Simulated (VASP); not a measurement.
# LiNbO3 (R-3c) in VASP: a series of runs, part 2 of 2

VASP 6.6.1. Earlier steps stand in the parts before.

### 3 Relaxation of cell and atoms, PBEsol

This run uses another cell than the first one, of 11.19 Å³/atom, 1.057 times its volume.

File INCAR:

```
SYSTEM = LiNbO3
PREC = Accurate
ENCUT = 600
EDIFF = 1E-7
ISMEAR = 0
SIGMA = 0.02
LREAL = .False.
LASPH = .True.
NELM = 80
ALGO = Normal
ISIF = 3
LWAVE = .False.
LCHARG = .False.
GGA = PS
IBRION = 2
NSW = 100
EDIFFG = -0.005
```

File KPOINTS:

```
regular mesh
0
Gamma
  6 6 6
  0 0 0
```

File POSCAR:

```
LiNbO3
1.0
    2.6448997443      1.5270335794      4.6161700000
   -2.6448997443      1.5270335794      4.6161700000
    0.0000000000     -3.0540671587      4.6161700000
Li Nb O
2 2 6
Direct
    0.2500000000      0.2500000000      0.2500000000
    0.7500000000      0.7500000000      0.7500000000
    0.0000000000      0.0000000000      0.0000000000
    0.5000000000      0.5000000000      0.5000000000
    0.1435500000      0.3564500000      0.7500000000
    0.7500000000      0.1435500000      0.3564500000
    0.3564500000      0.7500000000      0.1435500000
    0.8564500000      0.6435500000      0.2500000000
    0.2500000000      0.8564500000      0.6435500000
    0.6435500000      0.2500000000      0.8564500000
```

Potentials or basis: VASP PAW PBE potentials, release 64 (Li_sv, Nb_sv, O).

The run is started by

```sh
$ cat potpaw_PBE.64/Li_sv/POTCAR potpaw_PBE.64/Nb_sv/POTCAR potpaw_PBE.64/O/POTCAR > POTCAR
$ mpirun -np 1 vasp_std > vasp.out
```

OUTCAR:

```text
SYSTEM = LiNbO3
   PREC = Accurate
   ENCUT = 600
   EDIFF = 1E-7
   ISMEAR = 0
   LREAL = .False.
   LASPH = .True.
   NELM = 80
   ISIF = 3
   GGA = PS
   IBRION = 2
   NSW = 100
   EDIFFG = -0.005

 ion  position               nearest neighbor table
   1  0.250  0.250  0.250-   8 2.08   9 2.08  10 2.08
   2  0.750  0.750  0.750-   5 2.08   6 2.08   7 2.08
   3  0.000  0.000  0.000-   7 2.00  10 2.00   9 2.00   6 2.00   5 2.00   8 2.00
   4  0.500  0.500  0.500-   6 2.00   9 2.00   7 2.00  10 2.00   5 2.00   8 2.00
   5  0.144  0.356  0.750-   3 2.00   4 2.00   2 2.08
   6  0.750  0.144  0.356-   4 2.00   3 2.00   2 2.08
   7  0.356  0.750  0.144-   3 2.00   4 2.00   2 2.08
   8  0.856  0.644  0.250-   3 2.00   4 2.00   1 2.08
   9  0.250  0.856  0.644-   4 2.00   3 2.00   1 2.08
  10  0.644  0.250  0.856-   3 2.00   4 2.00   1 2.08

[... 427 lines left out ...]

 Free energy of the ion-electron system (eV)
  ---------------------------------------------------
  ext. energy  EPLUGINS =         0.00000000
  ---------------------------------------------------
  free energy    TOTEN  =       -83.21568496 eV

  energy without entropy =      -83.21568496  energy(sigma->0) =      -83.21568496

 E-fermi :   3.9236     XC(G=0): -11.0805

 val. band max:        3.6802073023   @ k =  -0.1667   0.1667   0.0000
 cond. band min:       6.2271604406   @ k =   0.5000   0.5000  -0.0000
 fundamental gap:      2.5469531383
 Fermi energy:         3.9236397189

 k-point     1 :       0.0000    0.0000    0.0000
  band No.  band energies     occupation
      1     -50.5859      2.00000
      2     -50.5692      2.00000
      3     -38.4381      2.00000
      4     -38.4358      2.00000
      5     -26.8903      2.00000
      6     -26.8903      2.00000
[... 1021 lines left out ...]
     39       8.7790      0.00000
     40       9.0096      0.00000

 [... further k-points ...]
[... 5 lines left out ...]
  --------------------------------------------------------------------------------------
  -------------------------------------------------------------------------------------
  Total        0.0332498      0.0332498     -0.0224321      0.0000000     -0.0000000      0.0000000
  in kB        0.5047760      0.5047760     -0.3405489      0.0000000     -0.0000000      0.0000000
  external PRESSURE =       0.2230011 kB  Pullay stress =       0.0000000 kB
[... 25 lines left out ...]
  FREE ENERGIE OF THE ION-ELECTRON SYSTEM (eV)
  ---------------------------------------------------
  free  energy   TOTEN  =       -83.2156849598 eV

  energy  without entropy=      -83.2156849598  energy(sigma->0) =      -83.21568496

 reached required accuracy - stopping structural energy minimisation
```

CONTCAR:

```text
LiNbO3
   1.00000000000000
     2.5892964122430899    1.4949309806669127    4.5440934032957143
    -2.5892964122430899    1.4949309806669127    4.5440934032957143
    -0.0000000000000000   -2.9898619612374810    4.5440934032962339
  Li              Nb              O
     2     2     6
Direct
     0.2500000000000000    0.2500000000000000    0.2500000000000000
     0.7500000000000000    0.7500000000000000    0.7500000000000000
     0.0000000000000000    0.0000000000000000    1.0000000000000000
     0.5000000000000000    0.5000000000000000    0.5000000000000000
     0.1296290402589191    0.3703709597410810    0.7500000000000000
     0.7499999999999997    0.1296290402589188    0.3703709597410812
     0.3703709597410813    0.7500000000000003    0.1296290402589188
     0.8703709597410810    0.6296290402589190    0.2500000000000000
     0.2500000000000003    0.8703709597410811    0.6296290402589189
     0.6296290402589189    0.2499999999999997    0.8703709597410811

  0.00000000E+00  0.00000000E+00  0.00000000E+00
  0.00000000E+00  0.00000000E+00  0.00000000E+00
  0.00000000E+00  0.00000000E+00  0.00000000E+00
  0.00000000E+00  0.00000000E+00  0.00000000E+00
  0.00000000E+00  0.00000000E+00  0.00000000E+00
  0.00000000E+00  0.00000000E+00  0.00000000E+00
  0.00000000E+00  0.00000000E+00  0.00000000E+00
  0.00000000E+00  0.00000000E+00  0.00000000E+00
  0.00000000E+00  0.00000000E+00  0.00000000E+00
  0.00000000E+00  0.00000000E+00  0.00000000E+00
```

It took 44 min on 1 thread of Intel Xeon 6975P-C, shared host; peak memory 0.44 GiB.

What came out:

| Quantity | Value |
| --- | --- |
| Free energy | -83.2157 eV |
| Relaxed volume | 10.55 Å³/atom |
| Relaxed cell | a = 5.439 Å, b = 5.439 Å, c = 5.439 Å, α = 56.85°, β = 56.85°, γ = 56.85° |
| Space group after relaxing (to 0.05 Å) | R-3c (No. 167) |
| Energy gained by relaxing | 16.2 meV/atom |
| Ionic steps | 12 |
| Pressure after relaxing | 0.0 GPa |
| Largest force after relaxing | 0.004 eV/Å |
| Band gap on the k mesh | 2.55 eV, indirect (least direct gap 2.65 eV) |

Forces in eV/Å, atoms in the order of the input:
```
Li   0.000  0.000  0.000
Li   0.000  0.000  0.000
Nb   0.000  0.000  0.000
Nb   0.000  0.000  0.000
O    0.004  0.000  0.000
O   -0.002  0.003  0.000
O   -0.002 -0.003  0.000
O   -0.004  0.000  0.000
O    0.002 -0.003  0.000
O    0.002  0.003  0.000
```

The path:
| step | energy change (eV) | largest force (eV/Å) | pressure (GPa) | volume (Å³) |
| --- | --- | --- | --- | --- |
| 1 | 0.0000 | 0.0702 | -6.93 | 111.86 |
| 2 | 0.0009 | 0.6178 | 8.21 | 104.21 |
| 3 | -0.0883 | 0.3299 | 0.09 | 107.95 |
| 4 | -0.1145 | 0.2703 | 0.06 | 107.45 |
| 5 | -0.1570 | 0.0528 | -0.06 | 105.96 |
| 6 | -0.1580 | 0.0007 | -0.09 | 105.65 |
| 7 | -0.1617 | 0.0023 | 0.28 | 105.37 |
| 8 | -0.1617 | 0.0027 | 0.35 | 105.32 |
| 9 | -0.1611 | 0.0417 | -0.74 | 105.85 |
| 10 | -0.1620 | 0.0157 | -0.02 | 105.50 |
| 11 | -0.1620 | 0.0080 | 0.01 | 105.52 |
| 12 | -0.1621 | 0.0040 | 0.02 | 105.54 |

Final structure:
```
Li Nb O
1.0
     2.58930    1.49493    4.54409
    -2.58930    1.49493    4.54409
     0.00000   -2.98986    4.54409
Li Nb O
2 2 6
Direct
  0.25000 0.25000 0.25000
  0.75000 0.75000 0.75000
  0.00000 0.00000 0.00000
  0.50000 0.50000 0.50000
  0.12963 0.37037 0.75000
  0.75000 0.12963 0.37037
  0.37037 0.75000 0.12963
  0.87037 0.62963 0.25000
  0.25000 0.87037 0.62963
  0.62963 0.25000 0.87037
```

Caveat: the cutoff is under 1.25 times the usual one of these potentials, so pressure, stress and relaxed cells hold a basis-set (Pulay) error; the PAW data sets were made with another functional, which shifts forces and pressure a little. A hybrid or GW would open this gap; PBEsol tends to underestimate it.
